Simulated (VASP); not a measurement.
Ti, 16 atoms in the cell. The cell holds a slab with vacuum, 16 atoms: a = 5.710 Å, b = 5.710 Å, c = 22.057 Å, α = 90.00°, β = 90.00°, γ = 90.00°. 

```yaml
Program: VASP 6.6.1
Task: single point
Functional: PBE
Dispersion: D3(BJ)
Potentials_or_basis: VASP PAW PBE potentials, release 64 (Ti_sv)
Cutoff: 520 eV
k_mesh: 4 × 4 × 1
Occupations: gaussian, width 0.1 eV
Spin: no spin polarisation
Dipole_correction: yes
Further_INCAR_settings: LREAL = Auto; ALGO = Normal; EDIFF = 1e-06; NBANDS = 110
```

Potentials or basis: VASP PAW PBE potentials, release 64 (Ti_sv).

Launch:

```sh
$ cat potpaw_PBE.64/Ti_sv/POTCAR > POTCAR
$ mpirun -np 1 vasp_std > vasp.out
```

Hardware: 1 thread of Intel Xeon 8259CL (shared host).

Task: Estimate the wall time of this run.

Result: Run time: 51 min on 1 thread of Intel Xeon 8259CL, on a shared host, peak memory 0.76 GiB. Counts: scf iterations 38, k points 6.
